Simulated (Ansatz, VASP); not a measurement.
# One calculation of BN, two programs

Contents of INCAR:

```
SYSTEM = BN
PREC     = Accurate       ! precision mode
ENCUT    = 520            ! plane-wave cutoff, eV
EDIFF    = 1E-6           ! SCF threshold, eV
ISMEAR   = 0              ! smearing method
SIGMA    = 0.05           ! smearing width, eV
LREAL    = .False.        ! projectors in reciprocal space
LASPH    = .True.         ! aspherical terms in the spheres
NELM     = 80             ! most SCF steps
ALGO     = Normal         ! electronic algorithm
ISIF     = 2              ! what is computed and relaxed
LWAVE    = .False.        ! write WAVECAR
LCHARG   = .False.        ! write CHGCAR
GGA      = PE             ! functional
NBANDS   = 11             ! bands
```

The input KPOINTS:

```
Automatic mesh
0
Gamma
  12 12 12
  0 0 0
```

Contents of POSCAR:

```
BN
1.0
    0.0000000000      1.8130010000      1.8401960150
    1.8130010000      0.0000000000      1.8401960150
    1.8130010000      1.8130010000      0.0000000000
B N
1 1
Direct
    0.0000000000      0.0000000000      0.0000000000
    0.7500000000      0.7500000000      0.7500000000
```

Input for Ansatz:

```yaml
crystal:
  lattice:
    - [0.0, 1.813001, 1.840196015]
    - [1.813001, 0.0, 1.840196015]
    - [1.813001, 1.813001, 0.0]
  atoms:
    - { symbol: B, position: [0.0, 0.0, 0.0] }
    - { symbol: "N", position: [0.75, 0.75, 0.75] }
basis:
  ecutwfc: 420
kpoints:
  mp_grid: { grid: [12, 12, 12] }
hamiltonian:
  xc: pbe
scf:
  occupations: { method: gaussian, width: 0.05 }
output:
  forces: true
  stress: true
  eigenvalues: true
```

Change from the starting cell: strain +0.000 along x and y, +0.015 along z, atoms carried along.

Alike in both runs: task single point; functional PBE; k mesh 12 × 12 × 12; occupations gaussian, width 0.05 eV; no spin polarisation.

|  | VASP | Ansatz |
| --- | --- | --- |
| version | VASP 6.6.1 | Ansatz 0.2.0 |
| potentials or method | VASP PAW PBE potentials, release 64 (B, N), cutoff 520 eV | scalar-relativistic, plane waves, PAW |
| valence electrons in the cell | 8 | 8 |

```csv
,VASP,Ansatz,Ansatz less VASP
gap on the k mesh at the Fermi level (eV),4.30,4.31,+0.012
least direct gap on the mesh (eV),8.62,8.63,+0.010
pressure (GPa),-5.6,-5.8,-0.19
"traceless stress, the component that is largest in VASP (GPa)",-6.09,-6.09,+0.007
```
